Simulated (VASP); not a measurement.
# HfO2 in VASP: further runs, part 2 of 2

VASP 6.6.1. The steps go on from the part before.

### 3 Single point, r2SCAN

POSCAR reads:

```
HfO2
1.0
    0.0000000000      2.5291823184      2.5291823184
    2.5291823184      0.0000000000      2.5291823184
    2.5291823184      2.5291823184      0.0000000000
Hf O
1 2
Direct
    0.0000000000      0.0000000000      0.0000000000
    0.2500000000      0.2500000000      0.2500000000
    0.7500000000      0.7500000000      0.7500000000
```

INCAR.step1 reads:

```
  ALGO = Normal
  EDIFF = 1E-4
  ENCUT = 520
  GGA = PE
  ISMEAR = 0
  LASPH = True
  LCHARG = False
  LREAL = False
  LWAVE = True
  NBANDS = 18
  NELM = 60
  PREC = Accurate
  SIGMA = 0.01
```

INCAR.step2 reads:

```
  ALGO = Normal
  EDIFF = 1E-6
  ENCUT = 520
  ISIF = 2
  ISMEAR = 0
  ISTART = 1
  LASPH = True
  LCHARG = True
  LELF = True
  LMIXTAU = True
  LREAL = False
  LVHAR = True
  LWAVE = False
  METAGGA = R2SCAN
  NBANDS = 18
  NELM = 60
  PREC = Accurate
  SIGMA = 0.01
```

KPOINTS reads:

```
k-points
0
Gamma
  8 8 8
```

Potentials or basis: VASP PAW PBE potentials, release 64 (Hf_pv, O).

Command:

```
$ cat potpaw_PBE.64/Hf_pv/POTCAR potpaw_PBE.64/O/POTCAR > POTCAR
$ cp INCAR.step1 INCAR
$ mpirun -np 1 vasp_std > vasp.out
$ cp INCAR.step2 INCAR
$ mpirun -np 1 vasp_std > vasp.out
```

OUTCAR:

```text
EDIFF = 1E-6
   ENCUT = 520
   ISIF = 2
   ISMEAR = 0
   ISTART = 1
   LASPH = True
   LREAL = False
   METAGGA = R2SCAN
   NELM = 60
   PREC = Accurate

 ion  position               nearest neighbor table
   1  0.000  0.000  0.000-   3 2.19   3 2.19   3 2.19   2 2.19   3 2.19   2 2.19   2 2.19   2 2.19

   2  0.250  0.250  0.250-   1 2.19   1 2.19   1 2.19   1 2.19
   3  0.750  0.750  0.750-   1 2.19   1 2.19   1 2.19   1 2.19

  LATTYP: Found a face centered cubic cell.
 ALAT       =     5.0583646368

  Lattice vectors:

 A1 = (   0.0000000000,   2.5291823184,   2.5291823184)
 A2 = (   2.5291823184,   0.0000000000,   2.5291823184)
 A3 = (   2.5291823184,   2.5291823184,   0.0000000000)

Analysis of symmetry for initial positions (statically):
=====================================================================
 Subroutine PRICEL returns:
 Original cell was already a primitive cell.

 Routine SETGRP: Setting up the symmetry group for a
 face centered cubic supercell.

 Subroutine GETGRP returns: Found 48 space group operations
 (whereof 48 operations were pure point group operations)
 out of a pool of 48 trial point group operations.

The static configuration has the point symmetry O_h .

Analysis of symmetry for dynamics (positions and initial velocities):
=====================================================================
 Subroutine PRICEL returns:
 Original cell was already a primitive cell.

 Routine SETGRP: Setting up the symmetry group for a
 face centered cubic supercell.

 Subroutine GETGRP returns: Found 48 space group operations
 (whereof 48 operations were pure point group operations)
 out of a pool of 48 trial point group operations.

[... 108 lines left out ...]
   ISIF   =      2    stress and relaxation
   ISYM   =      2    0-nonsym 1-usesym 2-fastsym
   POTIM  = 0.5000    time-step for ionic-motion
   TEBEG  =    0.0;   TEEND  =   0.0 temperature during run
   PSTRESS=    0.0 pullay stress
   NELECT =      22.0000    total number of electrons
   NUPDOWN=      -1.0000    fix difference up-down
   EMIN   =  10.00;   EMAX   =-10.00  energy-range for DOS
   EFERMI =   0.00;   METHOD = LEGACY
   ISMEAR =     0;   SIGMA  =   0.01  broadening in eV -4-tet -1-fermi 0-gaus
   EFERMI_NEDOS =   21; number of points for ismear=-14 and -15
   IALGO  =     38    algorithm
   IMIX   =      4    mixing-type and parameters
     AMIX     =   0.40;   BMIX     =  1.00
     AMIX_MAG =   1.60;   BMIX_MAG =  1.00
  volume/ion in A,a.u.               =      10.79        72.79
  Fermi-wavevector in a.u.,A,eV,Ry     =   1.439546  2.720348 28.195259  2.072293
  Thomas-Fermi vector in A             =   2.558390
   LORBIT       =      0    0 simple, 1 ext, 2 COOP (PROOUT), +10 PAW based schemes
   METAGGA = R2SCAN    functional components
   LHFCALC =     F    Hartree Fock is set to
   AEXX    =    0.0000 exact exchange contribution
   IVDW    =     0    specifies the selected vdW correction
   LEPSILON=     F    determine dielectric tensor
   LRPA    =     F    only Hartree local field effects (RPA)
 non-spin polarized calculation
 Gauss-broadening in eV      SIGMA  =   0.01
  energy-cutoff  :      520.00
  volume of cell :       32.36
 maximum number of plane-waves:       893
   NGX = 13   NGY = 13   NGZ = 13

 number of electron      21.9999992 magnetization

 Free energy of the ion-electron system (eV)
  ---------------------------------------------------
  ext. energy  EPLUGINS =         0.00000000
  ---------------------------------------------------
  free energy    TOTEN  =       -68.54744772 eV

  energy without entropy =      -68.54744772  energy(sigma->0) =      -68.54744772

 E-fermi :   4.0432     XC(G=0): -12.6183

 val. band max:        3.9683927443   @ k =   0.5000   0.5000   0.0000
 cond. band min:       8.2844468426   @ k =   0.5000   0.5000   0.0000
 fundamental gap:      4.3160540982
 Fermi energy:         4.0432054012

 k-point     1 :       0.0000    0.0000    0.0000
  band No.  band energies     occupation
      1     -26.6549      2.00000
      2     -26.6548      2.00000
      3     -26.6548      2.00000
      4     -15.8039      2.00000
      5     -12.7674      2.00000
      6      -1.5152      2.00000
[... 481 lines left out ...]
      5     -13.6540      2.00000
      6      -0.9771      2.00000
[... 10 lines left out ...]
     17      15.5812      0.00000
     18      16.6718      0.00000

 [... further k-points ...]
[... 5 lines left out ...]
  --------------------------------------------------------------------------------------
  -------------------------------------------------------------------------------------
  Total       -0.7949352     -0.7949352     -0.7949352      0.0000000     -0.0000000      0.0000000
  in kB      -39.3615218    -39.3615218    -39.3615218      0.0000000     -0.0000000      0.0000000
  external PRESSURE =     -39.3615218 kB  Pullay stress =       0.0000000 kB

 VOLUME and BASIS-vectors are now :
 -----------------------------------------------------------------------------
  energy-cutoff  :      520.00
  volume of cell :       32.36
      direct lattice vectors                 reciprocal lattice vectors
     0.000000000  2.529182318  2.529182318    -0.197692352  0.197692352  0.197692352
     2.529182318  0.000000000  2.529182318     0.197692352 -0.197692352  0.197692352
     2.529182318  2.529182318  0.000000000     0.197692352  0.197692352 -0.197692352

 POSITION                                       TOTAL-FORCE (eV/Angst)
 -----------------------------------------------------------------------------------
      0.00000      0.00000      0.00000         0.000000     -0.000000     -0.000000
      1.26459      1.26459      1.26459         0.000000      0.000000      0.000000
      3.79377      3.79377      3.79377        -0.000000     -0.000000     -0.000000
 -----------------------------------------------------------------------------------
    total drift:                                0.000000      0.000000      0.000000

  FREE ENERGIE OF THE ION-ELECTRON SYSTEM (eV)
  ---------------------------------------------------
  free  energy   TOTEN  =       -68.5474477246 eV

  energy  without entropy=      -68.5474477246  energy(sigma->0) =      -68.54744772
```

OSZICAR.step1:

```text
N       E                     dE             d eps       ncg     rms          rms(c)
DAV:   1     0.862754074144E+02    0.86275E+02   -0.12664E+04  1044   0.121E+03
DAV:   2    -0.321241122113E+02   -0.11840E+03   -0.11459E+03  1334   0.285E+02
DAV:   3    -0.359880058760E+02   -0.38639E+01   -0.38499E+01  1198   0.449E+01
DAV:   4    -0.360105358323E+02   -0.22530E-01   -0.22524E-01  1260   0.385E+00
DAV:   5    -0.360106772617E+02   -0.14143E-03   -0.14143E-03  1172   0.284E-01    0.486E+01
DAV:   6    -0.303708879493E+02    0.56398E+01   -0.20073E+01  1070   0.324E+01    0.420E+01
DAV:   7    -0.302817829189E+02    0.89105E-01   -0.66676E-01  1196   0.670E+00    0.293E+01
DAV:   8    -0.302671311517E+02    0.14652E-01   -0.27782E-01  1134   0.485E+00    0.959E+00
DAV:   9    -0.302458428778E+02    0.21288E-01   -0.66270E-02  1112   0.216E+00    0.263E+00
DAV:  10    -0.302460042026E+02   -0.16132E-03   -0.32793E-03  1160   0.440E-01    0.190E-01
DAV:  11    -0.302460491315E+02   -0.44929E-04   -0.16851E-04  1126   0.114E-01
   1 F= -.30246049E+02 E0= -.30246049E+02  d E =-.487944E-35
```

Run time: 49 s. Hardware: 1 thread of Intel Xeon Platinum 8375C at 2.90GHz (Ice Lake), shared host; peak memory 0.17 GiB.

What came out:

- Free energy: -68.5474 eV
- Pressure: -3.9 GPa
- Band gap on the k mesh: 4.32 eV, direct

Levels at points of the mesh, in eV from the valence-band top:
| k point | band 7 | band 8 | band 9 | band 10 | band 11 | band 12 | band 13 | band 14 | band 15 | band 16 |
| --- | --- | --- | --- | --- | --- | --- | --- | --- | --- | --- |
| (0.00, 0.00, 0.00) | -5.48 | -5.48 | -0.64 | -0.64 | -0.64 | 4.42 | 4.42 | 6.52 | 11.09 | 11.09 |
| (0.50, 0.00, 0.00) | -4.40 | -3.08 | -2.82 | -1.90 | -1.90 | 5.13 | 5.13 | 7.56 | 9.64 | 10.02 |
| (0.50, 0.50, 0.00) | -3.59 | -3.59 | -1.56 | -1.56 | 0.00 | 4.32 | 6.05 | 7.24 | 8.73 | 8.73 |

Caveat: the PAW data sets were made with another functional, which shifts forces and pressure a little; spin-orbit coupling is left out, which moves the levels of the heavy elements.

### 4 Single point, PBE (epitaxial xy strain -2.5%)

INCAR reads:

```
  PREC = Accurate
  ENCUT = 520
  EDIFF = 1E-7
  ISMEAR = -1
  SIGMA = 0.02
  LREAL = F
  LASPH = T
  NELM = 80
  ALGO = Normal
  ISIF = 2
  LWAVE = F
  LCHARG = T
  GGA = PE
  LELF = T
  LVHAR = T
  NBANDS = 18
```

KPOINTS reads:

```
regular mesh
0
Gamma
  8 8 8
```

POSCAR reads:

```
HfO2
1.0
    0.0000000000      2.4659527604      2.5539270269
    2.4659527604      0.0000000000      2.5539270269
    2.4659527604      2.4659527604      0.0000000000
Hf O
1 2
Direct
    0.0000000000      0.0000000000      0.0000000000
    0.2500000000      0.2500000000      0.2500000000
    0.7500000000      0.7500000000      0.7500000000
```

Command:

```
$ cat potpaw_PBE.64/Hf_pv/POTCAR potpaw_PBE.64/O/POTCAR > POTCAR
$ mpirun -np 1 vasp_std > vasp.out
```

It took 26 s on 1 thread of Intel Xeon Platinum 8375C at 2.90GHz (Ice Lake), shared host; peak memory 0.17 GiB.

The run converged. Its results:

| Quantity | Value |
| --- | --- |
| Free energy | -30.1417 eV |
| Pressure | 13.8 GPa |
| Band gap on the k mesh | 3.58 eV, indirect (least direct gap 3.73 eV) |

Stress tensor (GPa, compression positive):
```
19.68  0.00  0.00
 0.00 19.68  0.00
 0.00  0.00  2.15
```

Levels at points of the mesh, in eV from the valence-band top:
```tsv
k point	band 7	band 8	band 9	band 10	band 11	band 12	band 13	band 14	band 15	band 16
(0.00, 0.00, 0.00)	-5.79	-5.75	-1.09	-0.61	-0.61	3.58	4.04	6.14	10.82	10.89
(0.50, 0.00, 0.00)	-4.60	-3.25	-2.98	-2.04	-2.01	4.56	4.72	7.27	9.06	9.75
(0.50, 0.50, 0.00)	-3.70	-3.70	-1.63	-1.63	-0.39	3.77	5.62	6.53	8.28	8.28
(0.50, 0.00, 0.50)	-3.84	-3.61	-2.13	-1.47	0.00	3.73	5.66	7.13	8.38	8.67
```

Caveat: the cell differs from its parent crystal (epitaxial xy strain -2.5%); spin-orbit coupling is left out, which moves the levels of the heavy elements. A k mesh can miss the band edges.

### 5 Single point, PBE (uniaxial z strain +2.0%)

INCAR reads:

```
SYSTEM = HfO2
ALGO = Normal ; EDIFF = 1E-7
ENCUT = 520 ; GGA = PE
ISIF = 2 ; ISMEAR = -1
LASPH = .True. ; LCHARG = .False.
LREAL = .False. ; LWAVE = .False.
NBANDS = 18 ; NELM = 100
PREC = Accurate ; SIGMA = 0.02
```

KPOINTS reads:

```
k-points
0
Gamma
  8 8 8
  0 0 0
```

POSCAR reads:

```
HfO2
1.0
    0.0000000000      2.5291823184      2.5797659647
    2.5291823184      0.0000000000      2.5797659647
    2.5291823184      2.5291823184      0.0000000000
Hf O
1 2
Direct
    0.0000000000      0.0000000000      0.0000000000
    0.2500000000      0.2500000000      0.2500000000
    0.7500000000      0.7500000000      0.7500000000
```

Command:

```
$ cat potpaw_PBE.64/Hf_pv/POTCAR potpaw_PBE.64/O/POTCAR > POTCAR
$ mpirun -np 1 vasp_std > vasp.out
```

It took 26 s on 1 thread of Intel Xeon Platinum 8375C at 2.90GHz (Ice Lake), shared host; peak memory 0.17 GiB.

Results (log left out):

- Free energy: -30.2330 eV
- Pressure: -2.8 GPa
- Band gap on the k mesh: 3.65 eV, indirect (least direct gap 3.67 eV)

Stress tensor (GPa, compression positive):
```
 0.24  0.00  0.00
 0.00  0.24  0.00
 0.00  0.00 -8.91
```

Levels at points of the mesh, in eV from the valence-band top:
```csv
k point,band 8,band 9,band 10,band 11,band 12,band 13,band 14,band 15
"(0.00, 0.00, 0.00)",-5.32,-0.85,-0.59,-0.59,3.65,3.87,5.68,10.16
"(0.50, 0.00, 0.00)",-3.10,-2.77,-1.90,-1.87,4.44,4.53,6.78,8.94
"(0.50, 0.50, 0.00)",-3.49,-1.51,-1.51,-0.21,3.69,5.36,6.24,7.89
"(0.50, 0.00, 0.50)",-3.45,-1.78,-1.43,0.00,3.67,5.37,6.54,7.93
```

Caveat: the cell differs from its parent crystal (uniaxial z strain +2.0%); spin-orbit coupling is left out, which moves the levels of the heavy elements.

### 6 Single point, r2SCAN (epitaxial xy strain -2.5%)

POSCAR reads:

```
HfO2
1.0
    0.0000000000      2.4659527604      2.5539270269
    2.4659527604      0.0000000000      2.5539270269
    2.4659527604      2.4659527604      0.0000000000
Hf O
1 2
Direct
    0.0000000000      0.0000000000      0.0000000000
    0.2500000000      0.2500000000      0.2500000000
    0.7500000000      0.7500000000      0.7500000000
```

INCAR.step1 reads:

```
PREC = Accurate
ENCUT = 520
ISMEAR = 0
SIGMA = 0.01
LREAL = False
LASPH = True
NELM = 60
NBANDS = 18
GGA = PE
ALGO = Normal
EDIFF = 1E-4
LWAVE = True
LCHARG = False
```

INCAR.step2 reads:

```
PREC = Accurate
ENCUT = 520
EDIFF = 1E-7
ISMEAR = 0
SIGMA = 0.01
LREAL = False
LASPH = True
NELM = 60
ALGO = Normal
ISIF = 2
LWAVE = False
LCHARG = False
METAGGA = R2SCAN
LMIXTAU = True
NBANDS = 18
ISTART = 1
```

KPOINTS reads:

```
regular mesh
0
Gamma
  8 8 8
```

Potentials or basis: VASP PAW PBE potentials, release 64 (Hf_pv, O).

Command:

```
$ cat potpaw_PBE.64/Hf_pv/POTCAR potpaw_PBE.64/O/POTCAR > POTCAR
$ cp INCAR.step1 INCAR
$ mpirun -np 1 vasp_std > vasp.out
$ cp INCAR.step2 INCAR
$ mpirun -np 1 vasp_std > vasp.out
```

Run time: 2 min. Hardware: 1 thread of Intel Xeon Platinum 8375C at 2.90GHz (Ice Lake), shared host; peak memory 0.19 GiB.

It converged, with:

```
Free energy            : -68.4896 eV
Pressure               : 7.7 GPa
Band gap on the k mesh : 4.11 eV, indirect (least direct gap 4.23 eV)
```

Stress tensor (GPa, compression positive):
```
13.94  0.00  0.00
 0.00 13.94  0.00
 0.00  0.00 -4.64
```

Levels at points of the mesh, in eV from the valence-band top:
```csv
k point,band 8,band 9,band 10,band 11,band 12,band 13,band 14,band 15
"(0.00, 0.00, 0.00)",-5.86,-1.13,-0.64,-0.64,4.11,4.57,6.78,11.43
"(0.50, 0.00, 0.00)",-3.28,-3.06,-2.11,-2.07,5.05,5.22,7.78,9.62
"(0.50, 0.50, 0.00)",-3.82,-1.66,-1.66,-0.40,4.28,6.13,7.07,8.79
"(0.50, 0.00, 0.50)",-3.73,-2.17,-1.50,0.00,4.23,6.18,7.67,8.89
```

Caveat: the cell differs from its parent crystal (epitaxial xy strain -2.5%); the PAW data sets were made with another functional, which shifts forces and pressure a little; spin-orbit coupling is left out, which moves the levels of the heavy elements. A k mesh can miss the band edges.

### 7 Overview

```csv
level,cell,smearing,gap on the mesh (eV),pressure (GPa)
PBE,"a = 3.577 Å, angles 60.0°, 3 atoms",fermi-dirac 0.02 eV,3.82,2.1
r2SCAN,"a = 3.577 Å, angles 60.0°, 3 atoms",gaussian 0.01 eV,4.32,-3.9
PBE,"a = 3.550, b = 3.550, c = 3.487 Å, angles 60.6, 60.6, 58.8°, 3 atoms",fermi-dirac 0.02 eV,3.58,13.8
PBE,"a = 3.613, b = 3.613, c = 3.577 Å, angles 60.3, 60.3, 59.3°, 3 atoms",fermi-dirac 0.02 eV,3.65,-2.8
r2SCAN,"a = 3.550, b = 3.550, c = 3.487 Å, angles 60.6, 60.6, 58.8°, 3 atoms",gaussian 0.01 eV,4.11,7.7
```

Alike in all rows: task single point; potentials or basis VASP PAW PBE potentials, release 64 (Hf_pv, O); no spin polarisation; k mesh 8 × 8 × 8; cutoff (eV) 520.

Caveats: spin-orbit coupling is left out, which moves the levels of the heavy elements; the PAW data sets were made with another functional, which shifts forces and pressure a little (some runs).

Total energies depend on the potentials used, so only differences within one code and one set of settings carry meaning.
